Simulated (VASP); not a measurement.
A run of VASP 6.6.1 is set up as follows.

INCAR

```
PREC = Accurate
ENCUT = 520
EDIFF = 1E-8
ISMEAR = 0
SIGMA = 0.01
LREAL = False
LASPH = True
NELM = 100
ALGO = Normal
ISIF = 2
LWAVE = False
LCHARG = True
GGA = PS
NBANDS = 18
IBRION = 8
NSW = 1
LEPSILON = True
```

The input KPOINTS:

```
Automatic mesh
0
Gamma
  8 8 8
```

File POSCAR:

```
HfO2
1.0
    0.0000000000      2.4447287395      2.4447287395
    2.4447287395      0.0000000000      2.4447287395
    2.4447287395      2.4447287395      0.0000000000
Hf O
1 2
Direct
    0.0000000000      0.0000000000      0.0000000000
    0.2500000000      0.2500000000      0.2500000000
    0.7500000000      0.7500000000      0.7500000000
```

Potentials or basis: VASP PAW PBE potentials, release 64 (Hf_pv, O).

Command:

```console
$ cat potpaw_PBE.64/Hf_pv/POTCAR potpaw_PBE.64/O/POTCAR > POTCAR
$ mpirun -np 1 vasp_std > vasp.out
```

What does it give for the electronic dielectric tensor (diagonal)?

5.29.

Predict the Born charges (mean of the diagonal).

Hf +5.56; O -2.78 e.

Predict the highest phonon frequency at Γ, LO-TO splitting left out.

665 cm⁻¹.

Phonon frequencies in cm⁻¹ (negative: imaginary):
```tsv
q point	frequencies
(0.000, 0.000, 0.000)	0 0 0 329 329 329 665 665 665
```

Caveat: the cell stands under pressure or tension, which shifts response properties.
